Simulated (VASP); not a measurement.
Runs of VASP 6.6.1 on AgPt3. The structure is that of space group Pm-3m (No. 221), or close to it. The cells are those of the table. 

```tsv
task	cell	gap on the mesh (eV)	pressure (GPa)
electric field gradients	a = 3.978, b = 3.978, c = 3.900 Å, 4 atoms	none	-6.9
electric field gradients	a = 3.900, b = 3.900, c = 3.822 Å, 4 atoms	none	(a)
single point	a = 3.900, b = 3.900, c = 3.861 Å, 4 atoms	none	5.7
electric field gradients	a = 3.900 Å, angles 89.4°, 4 atoms	none	3.0
electric field gradients	a = 3.900, b = 3.900, c = 3.861 Å, 4 atoms	none	5.8
single point	a = 3.900, b = 3.900, c = 3.978 Å, 4 atoms	none	-2.3
single point	a = 3.900, b = 3.900, c = 3.939 Å, 4 atoms	none	(b)
electric field gradients	a = 3.900 Å, 4 atoms	none	2.9
single point	a = 3.900 Å, 4 atoms	none	2.9
```

Alike in all rows: level LDA; potentials or basis VASP PAW LDA potentials, release 64 (Ag, Pt); no spin polarisation; k mesh 9 × 9 × 9; cutoff (eV) 520; smearing fermi-dirac 0.08 eV.

Q: Fill in the values left out.

A: (a) 8.8; (b) 0.2.

Caveats: spin-orbit coupling is left out, which moves the levels of the heavy elements; the cell stands under pressure (at least some runs); the cell stands under tension (at least some runs).

A k mesh can miss the band edges, and the runs leave out spin-orbit coupling on Ag, Pt.

A gap of «none» marks levels without a gap at the run's occupations.
